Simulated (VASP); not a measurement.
# Be4Se: single point with PBE

Crystal: Be4Se.

```
CELL_PARAMETERS angstrom
2.60782 -2.62465 0.00000
2.60782 2.62465 0.00000
0.00000 0.00000 9.65783
ATOMIC_POSITIONS crystal
Be 0.24974 0.25013 0.39435
Be 0.75026 0.74987 0.89435
Be 0.74897 0.25808 0.49505
Be 0.25103 0.74192 0.99505
Be 0.74987 0.75026 0.10565
Be 0.25013 0.24974 0.60565
Be 0.74192 0.25103 0.00495
Be 0.25808 0.74897 0.50495
Se 0.74993 0.25007 0.25000
Se 0.25007 0.74993 0.75000
```

```
Program                : VASP 6.6.1
Task                   : single point
Functional             : PBE
Potentials or basis    : VASP PAW PBE potentials, release 64 (Be, Se)
Cutoff                 : 520 eV
k mesh                 : 6 × 6 × 2
Occupations            : gaussian, width 0.1 eV
Spin                   : no spin polarisation
Dipole correction      : no
Further INCAR settings : ALGO = Normal; EDIFF = 1e-07; NBANDS = 25
```

| Item | Value |
| --- | --- |
| Pressure | 0.2 GPa |
| Largest force | 0.025 eV/Å |
| Band gap on the k mesh | zero (band 14 reaches 5.23 eV, above the bottom of band 15 at 2.99 eV) |

Forces on the atoms (eV/Å):
```
Be  -0.008 -0.016  0.001
Be   0.008  0.016  0.001
Be   0.013 -0.021  0.005
Be  -0.013  0.021  0.005
Be   0.008 -0.016 -0.001
Be  -0.008  0.016 -0.001
Be  -0.013 -0.021 -0.005
Be   0.013  0.021 -0.005
Se   0.000 -0.003  0.000
Se   0.000  0.003  0.000
```

Stress tensor (GPa, compression positive):
```
0.14 0.00 0.00
0.00 0.04 0.00
0.00 0.00 0.55
```

Levels at points of the mesh, in eV from the Fermi level:
```tsv
k point	band 10	band 11	band 12	band 13	band 14	band 15	band 16	band 17	band 18	band 19
(0.00, 0.00, 0.00)	-2.60	-1.55	-1.53	-0.53	0.71	0.72	1.06	2.08	2.13	2.69
(0.50, 0.00, 0.00)	-3.19	-3.09	-3.08	0.24	0.28	1.98	2.06	2.93	2.98	3.16
(0.50, 0.50, 0.00)	-4.46	-3.02	-2.98	-1.51	-1.51	-1.25	-1.24	0.76	0.77	3.12
(0.00, 0.00, 0.50)	-3.69	-0.52	-0.52	-0.49	-0.49	0.57	0.57	2.32	2.32	2.99
(0.50, 0.00, 0.50)	-3.09	-2.28	-2.28	0.24	0.24	0.87	0.87	3.16	3.16	3.48
(0.50, 0.50, 0.50)	-4.24	-2.47	-2.47	-2.37	-2.37	-1.48	-1.48	1.67	1.67	4.23
```

It took 86 s on 1 thread of Intel Xeon 6975P-C (shared host), peak memory 0.26 GiB.
